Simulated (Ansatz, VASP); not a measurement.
One calculation of Pb, two programs

INCAR

```
SYSTEM = Pb
PREC     = Accurate       ! precision mode
ENCUT    = 520            ! plane-wave cutoff, eV
EDIFF    = 1E-6           ! SCF threshold, eV
ISMEAR   = -1             ! smearing method
SIGMA    = 0.1            ! smearing width, eV
LREAL    = .False.        ! projectors in reciprocal space
LASPH    = .True.         ! aspherical terms in the spheres
NELM     = 100            ! most SCF steps
ALGO     = Normal         ! electronic algorithm
ISIF     = 2              ! what is computed and relaxed
LWAVE    = .False.        ! write WAVECAR
LCHARG   = .False.        ! write CHGCAR
GGA      = PE             ! functional
NBANDS   = 21             ! bands
```

Contents of KPOINTS:

```
regular mesh
0
Gamma
  13 13 13
  0 0 0
```

The input POSCAR:

```
Pb
1.0
    0.0000000000      3.6670716303      3.6670716303
    3.6670716303      0.0000000000      3.6670716303
    3.6670716303      3.6670716303      0.0000000000
Pb
2
Direct
    0.1250000000      0.1250000000      0.1250000000
    0.8750000000      0.8750000000      0.8750000000
```

Input for Ansatz:

```yaml
crystal:
  lattice:
    - [0.0, 3.6670716303, 3.6670716303]
    - [3.6670716303, 0.0, 3.6670716303]
    - [3.6670716303, 3.6670716303, 0.0]
  atoms:
    - { symbol: Pb, position: [0.125, 0.125, 0.125] }
    - { symbol: Pb, position: [0.875, 0.875, 0.875] }
hamiltonian:
  xc: pbe
  pseudopotentials:
    kind: paw
    azcp:
      Pb: "pseudopotentials/Pb.paw.azcp"
basis:
  ecutwfc: 420
  fft_grid_basis: typed
kpoints:
  mp_grid: { grid: [13, 13, 13], shift: [0, 0, 0] }
magnetization:
  spin_polarized: false
scf:
  occupations: { method: fermi_dirac, width: 0.1 }
output:
  stress: true
```

Alike in both runs: task single point; functional PBE; k mesh 13 × 13 × 13; occupations fermi-dirac, width 0.1 eV; no spin polarisation.

```csv
,VASP,Ansatz
version,VASP 6.6.1,Ansatz 0.2.0
potentials or method,"VASP PAW PBE potentials, release 64 (Pb_d), cutoff 520 eV","plane waves (420 eV) with PAW, scalar-relativistic"
valence electrons in the cell,28,28
```

|  | VASP | Ansatz | Ansatz less VASP |
| --- | --- | --- | --- |
| pressure (GPa) | -2.2 | -2.2 | +0.04 |

The functional is the same, so the differences come from potentials, cutoffs and numerics.

Spin-orbit coupling is off throughout.
